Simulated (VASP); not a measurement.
# Ni (I4/mmm) in VASP: notebook

The runs below take Ni through single point, with PBEsol.

Program: VASP 6.6.1. These are calculated values, not measurements. Logs are shortened: lines on timing, memory, paths and dates and some standing lists are left out, and cuts for length are marked.

## Step 1: The cell of the first run

The structure is tetragonal, space group I4/mmm (No. 139). The conventional cell has a = 2.767 Å, b = 2.767 Å, c = 2.664 Å, α = 90.00°, β = 90.00°, γ = 90.00°. Ni (site symmetry 4/mmm) has 14 Ni at 2.37 to 2.77 Å within 3.1 Å.

## Step 2: Single point, PBEsol, collinear spin, ferromagnetic start (strain -0.0375 x Voigt [0, 1, 0, 0, 0, 0])

INCAR

```
SYSTEM = Ni
  PREC = Accurate
  ENCUT = 520
  EDIFF = 1E-6
  ISMEAR = 0
  SIGMA = 0.15
  LREAL = .FALSE.
  LASPH = .TRUE.
  NELM = 150
  ALGO = Fast
  ISIF = 2
  LWAVE = .FALSE.
  LCHARG = .FALSE.
  ISPIN = 2
  MAGMOM = 0.5
  LORBIT = 11
  LMAXMIX = 4
  GGA = PS
  NBANDS = 15
```

KPOINTS

```
Automatic mesh
0
G
  24 24 24
  0 0 0
```

POSCAR

```
Ni
1.0
   -1.3837154700      1.3318261399      1.3837154700
    1.3837154700     -1.3318261399      1.3837154700
    1.3837154700      1.3318261399     -1.3837154700
Ni
1
Direct
    0.0000000000      0.0000000000      0.0000000000
```

Potentials or basis: VASP PAW PBE potentials, release 64 (Ni).

The run is started by

```sh
$ cat potpaw_PBE.64/Ni/POTCAR > POTCAR
$ mpirun -np 1 vasp_std > vasp.out
```

OUTCAR:

```text
SYSTEM = Ni
   PREC = Accurate
   ENCUT = 520
   EDIFF = 1E-6
   ISMEAR = 0
   LREAL = .FALSE.
   LASPH = .TRUE.
   NELM = 150
   ISIF = 2
   ISPIN = 2
   LORBIT = 11
   GGA = PS

 ion  position               nearest neighbor table
   1  0.000  0.000  0.000-

  LATTYP: Found a body centered tetragonal cell.
 ALAT       =     2.7674309400
 C/A-ratio  =     0.9625000000

  Lattice vectors:

 A1 = (  -1.3837154700,  -1.3318261399,   1.3837154700)
 A2 = (   1.3837154700,  -1.3318261399,  -1.3837154700)
 A3 = (   1.3837154700,   1.3318261399,   1.3837154700)

Analysis of symmetry for initial positions (statically):
=====================================================================
 Subroutine PRICEL returns:
 Original cell was already a primitive cell.

 Routine SETGRP: Setting up the symmetry group for a
 body centered tetragonal supercell.

 Subroutine GETGRP returns: Found 16 space group operations
 (whereof 16 operations were pure point group operations)
 out of a pool of 16 trial point group operations.

The static configuration has the point symmetry D_4h.

Analysis of symmetry for dynamics (positions and initial velocities):
=====================================================================
 Subroutine PRICEL returns:
 Original cell was already a primitive cell.

 Routine SETGRP: Setting up the symmetry group for a
 body centered tetragonal supercell.

 Subroutine GETGRP returns: Found 16 space group operations
 (whereof 16 operations were pure point group operations)
 out of a pool of 16 trial point group operations.

The dynamic configuration has the point symmetry D_4h.

Analysis of structural, dynamic, and magnetic symmetry:
=====================================================================
 Subroutine PRICEL returns:
 Original cell was already a primitive cell.

 Routine SETGRP: Setting up the symmetry group for a
 body centered tetragonal supercell.

 Subroutine GETGRP returns: Found 16 space group operations
 (whereof 16 operations were pure point group operations)
 out of a pool of 16 trial point group operations.

The overall configuration has the point symmetry D_4h.

 Subroutine INISYM returns: Found 16 space group operations
 (whereof 16 operations are pure point group operations),
 and found     1 'primitive' translations

----------------------------------------------------------------------------------------

                                     Primitive cell

  volume of cell :      10.2000

  direct lattice vectors                    reciprocal lattice vectors
    -1.383715470  1.331826140  1.383715470     0.000000000  0.375424378  0.361345964
     1.383715470 -1.331826140  1.383715470     0.361345964  0.000000000  0.361345964
[... 128 lines left out ...]
  ---------------------------------------------------
  free energy    TOTEN  =        -6.04099481 eV

  energy without entropy =       -6.02301185  energy(sigma->0) =       -6.03200333

 E-fermi :   9.9845     XC(G=0): -13.8178

 val. band max:        9.9839845238   @ k =   0.0000   0.4583   0.0000
 cond. band min:       9.9852936274   @ k =  -0.2500   0.5000   0.0833
 fundamental gap:      0.0013091036
 Fermi energy:         9.9845095791

 spin component 1

 k-point     1 :       0.0000    0.0000    0.0000
  band No.  band energies     occupation
      1       0.6088      1.00000
      2       7.4340      1.00000
      3       7.6497      1.00000
      4       7.6497      1.00000
      5       8.9461      1.00000
      6       9.2411      1.00000
      7      36.7462      0.00000
      8      36.7462      0.00000
      9      37.7642      0.00000
     10      42.0905      0.00000
     11      42.8195      0.00000
     12      43.5464      0.00000
     13      43.6995      0.00000
     14      43.6995      0.00000
[... 403 lines left out ...]
      4       9.0814      1.00000
      5       9.5328      0.99999
      6      10.3177      0.00084
      7      18.2067      0.00000
      8      29.1099      0.00000
      9      30.5100      0.00000
     10      34.9471      0.00000
     11      38.7954      0.00000
     12      47.2591      0.00000
     13      50.0766      0.00000
     14      54.6015      0.00000
     15      56.5326      0.00000

 [... further k-points ...]

 spin component 2

 k-point     1 :       0.0000    0.0000    0.0000
  band No.  band energies     occupation
      1       0.6172      1.00000
      2       8.0239      1.00000
      3       8.2168      1.00000
      4       8.2168      1.00000
      5       9.4274      1.00000
      6       9.6705      0.99846
      7      36.6898      0.00000
      8      36.6898      0.00000
      9      37.7069      0.00000
     10      42.0742      0.00000
     11      42.7767      0.00000
     12      43.7047      0.00000
     13      43.8484      0.00000
     14      43.8484      0.00000
[... 403 lines left out ...]
      4       9.5557      0.99997
      5       9.9691      0.55769
      6      10.8233      0.00000
      7      18.4652      0.00000
      8      29.1135      0.00000
      9      30.5981      0.00000
     10      35.0680      0.00000
     11      38.8962      0.00000
     12      47.2610      0.00000
     13      50.1179      0.00000
     14      55.0009      0.00000
     15      57.3511      0.00000

 [... further k-points ...]

------------------------ aborting loop because EDIFF is reached ----------------------------------------

  FORCE on cell =-STRESS in cart. coord.  units (eV):
  Direction    XX          YY          ZZ          XY          YZ          ZX
  --------------------------------------------------------------------------------------
  -------------------------------------------------------------------------------------
  Total        0.4256031      0.2527625      0.4256031      0.0000000      0.0000000      0.0000000
  in kB       66.8519680     39.7028950     66.8519680      0.0000000      0.0000000      0.0000000
  external PRESSURE =      57.8022770 kB  Pullay stress =       0.0000000 kB

 VOLUME and BASIS-vectors are now :
 -----------------------------------------------------------------------------
  energy-cutoff  :      520.00
  volume of cell :       10.20
      direct lattice vectors                 reciprocal lattice vectors
    -1.383715470  1.331826140  1.383715470     0.000000000  0.375424378  0.361345964
     1.383715470 -1.331826140  1.383715470     0.361345964  0.000000000  0.361345964
     1.383715470  1.331826140 -1.383715470     0.361345964  0.375424378  0.000000000

 POSITION                                       TOTAL-FORCE (eV/Angst)
 -----------------------------------------------------------------------------------
      0.00000      0.00000      0.00000        -0.000000     -0.000000     -0.000000
 -----------------------------------------------------------------------------------
    total drift:                               -0.000000     -0.000000      0.000000

  FREE ENERGIE OF THE ION-ELECTRON SYSTEM (eV)
  ---------------------------------------------------
  free  energy   TOTEN  =        -6.0409948149 eV

  energy  without entropy=       -6.0230118472  energy(sigma->0) =       -6.03200333

 total charge

# of ion       s       p       d       tot
------------------------------------------
    1        0.522   0.554   8.364   9.440

 magnetization (x)

# of ion       s       p       d       tot
------------------------------------------
    1       -0.004  -0.015   0.514   0.495
```

stdout:

```text
POSCAR found type information on POSCAR Ni
 POSCAR found :  1 types and       1 ions
 scaLAPACK will be used
 -----------------------------------------------------------------------------
|                                                                             |
|                                                                             |
|     You enforced a specific xc type in the INCAR file but a different       |
|     I HOPE YOU KNOW WHAT YOU ARE DOING!                                     |
|                                                                             |
 -----------------------------------------------------------------------------

 LDA part: xc-table for (Slater+PW92), standard interpolation
 POSCAR, INCAR and KPOINTS ok, starting setup
 FFT: planning ... GRIDC
 FFT: planning ... GRID_SOFT
 FFT: planning ... GRID
 WAVECAR not read
 entering main loop
WARNING in EDDRMM: call to ZHEGV failed, returncode =   6  3     12
WARNING in EDDRMM: call to ZHEGV failed, returncode =   8  4     10
WARNING in EDDRMM: call to ZHEGV failed, returncode =   8  4     15
WARNING in EDDRMM: call to ZHEGV failed, returncode =   8  4     13
WARNING in EDDRMM: call to ZHEGV failed, returncode =   8  4     12
WARNING in EDDRMM: call to ZHEGV failed, returncode =   8  4     13
WARNING in EDDRMM: call to ZHEGV failed, returncode =   8  4     11
WARNING in EDDRMM: call to ZHEGV failed, returncode =   8  4     14
WARNING in EDDRMM: call to ZHEGV failed, returncode =   6  3     13
WARNING in EDDRMM: call to ZHEGV failed, returncode =   8  4     15
WARNING in EDDRMM: call to ZHEGV failed, returncode =   6  3     13
WARNING in EDDRMM: call to ZHEGV failed, returncode =   6  3     12
WARNING in EDDRMM: call to ZHEGV failed, returncode =   8  4     12
```

It took 9.4 min on 1 thread of Oxide Virtual Turin-like, shared host; peak memory 0.3 GiB.

Results:

```yaml
Free_energy: -6.0410 eV
Pressure: 5.8 GPa
Net_moment: 0.49 μB per cell
Site_moments: Ni +0.49 μB
Valence_electrons_inside_the_program's_atomic_spheres: Ni 9.44
```

Levels at points of the mesh, in eV from the Fermi level:
Spin up:
```tsv
k point	band 2	band 3	band 4	band 5	band 6	band 7	band 8	band 9
(0.00, 0.00, 0.00)	-2.55	-2.33	-2.33	-1.04	-0.74	26.76	26.76	27.78
(0.50, 0.00, 0.00)	-3.51	-0.90	-0.66	0.07	0.27	7.16	19.36	20.56
(0.00, 0.50, 0.00)	-3.25	-1.14	-0.74	-0.06	0.05	6.70	20.33	21.84
(0.50, 0.50, 0.50)	-4.54	-0.19	-0.19	-0.14	9.62	9.62	11.23	15.91
```
Spin down:
```tsv
k point	band 3	band 4	band 5	band 6	band 7	band 8
(0.00, 0.00, 0.00)	-1.77	-1.77	-0.56	-0.31	26.71	26.71
(0.50, 0.00, 0.00)	-0.43	-0.15	0.27	0.74	7.47	19.33
(0.00, 0.50, 0.00)	-0.61	-0.30	-0.07	0.69	7.04	20.29
(0.50, 0.50, 0.50)	0.45	0.45	0.54	9.67	9.67	11.28
```

Caveat: the cell differs from its parent crystal (strain -0.0375 x Voigt [0, 1, 0, 0, 0, 0]); the cell stands under pressure; the PAW data sets were made with another functional, which shifts forces and pressure a little.

## Step 3: Single point, PBEsol, collinear spin, ferromagnetic start (strain +0.0375 x Voigt [0, 1, 0, 0, 0, 0])

INCAR

```
PREC = Accurate
ENCUT = 520
EDIFF = 1E-6
ISMEAR = 0
SIGMA = 0.15
LREAL = False
LASPH = True
NELM = 150
ALGO = Fast
ISIF = 2
LWAVE = False
LCHARG = False
ISPIN = 2
MAGMOM = 0.5
LORBIT = 11
LMAXMIX = 4
GGA = PS
NBANDS = 15
```

KPOINTS

```
Automatic mesh
0
Gamma
  24 24 24
```

POSCAR

```
Ni
1.0
   -1.3837154700      1.4356048001      1.3837154700
    1.3837154700     -1.4356048001      1.3837154700
    1.3837154700      1.4356048001     -1.3837154700
Ni
1
Direct
    0.0000000000      0.0000000000      0.0000000000
```

Potentials or basis: VASP PAW PBE potentials, release 64 (Ni).

The run is started by

```sh
$ cat potpaw_PBE.64/Ni/POTCAR > POTCAR
$ mpirun -np 1 vasp_std > vasp.out
```

Run time: 6.6 min. Hardware: 1 thread of Oxide Virtual Turin-like, shared host; peak memory 0.32 GiB.

Results (log left out):

| Item | Value |
| --- | --- |
| Free energy | -6.0286 eV |
| Pressure | -9.8 GPa |
| Net moment | 0.55 μB per cell |
| Site moments | Ni +0.56 μB |
| Valence electrons inside the program's atomic spheres | Ni 9.30 |

Stress tensor (GPa, compression positive):
```
-10.71   0.00   0.00
  0.00  -7.89   0.00
  0.00   0.00 -10.71
```

Levels at points of the mesh, in eV from the Fermi level:
Spin up:
```tsv
k point	band 2	band 3	band 4	band 5	band 6	band 7	band 8	band 9
(0.00, 0.00, 0.00)	-2.32	-2.32	-2.14	-1.01	-0.77	25.78	26.56	26.56
(0.50, 0.00, 0.00)	-3.09	-1.05	-0.72	-0.06	0.15	6.25	19.29	20.21
(0.00, 0.50, 0.00)	-3.31	-0.81	-0.70	-0.04	0.45	6.66	18.38	19.08
(0.50, 0.50, 0.50)	-4.13	-0.29	-0.26	-0.26	8.71	10.15	10.15	15.06
```
Spin down:
```tsv
k point	band 1	band 2	band 3	band 4	band 5	band 6	band 7	band 8	band 9	band 10
(0.00, 0.00, 0.00)	-8.87	-1.67	-1.67	-1.52	-0.47	-0.28	25.70	26.49	26.49	30.80
(0.50, 0.00, 0.00)	-4.22	-2.51	-0.49	-0.19	0.13	0.66	6.60	19.25	20.31	24.03
(0.00, 0.50, 0.00)	-4.20	-2.73	-0.27	-0.14	0.43	0.70	6.98	18.35	19.17	23.16
(0.50, 0.50, 0.50)	-3.82	-3.75	0.40	0.47	0.47	8.75	10.19	10.19	15.19	16.07
```

Caveat: the cell differs from its parent crystal (strain +0.0375 x Voigt [0, 1, 0, 0, 0, 0]); the cell stands under tension; the PAW data sets were made with another functional, which shifts forces and pressure a little.
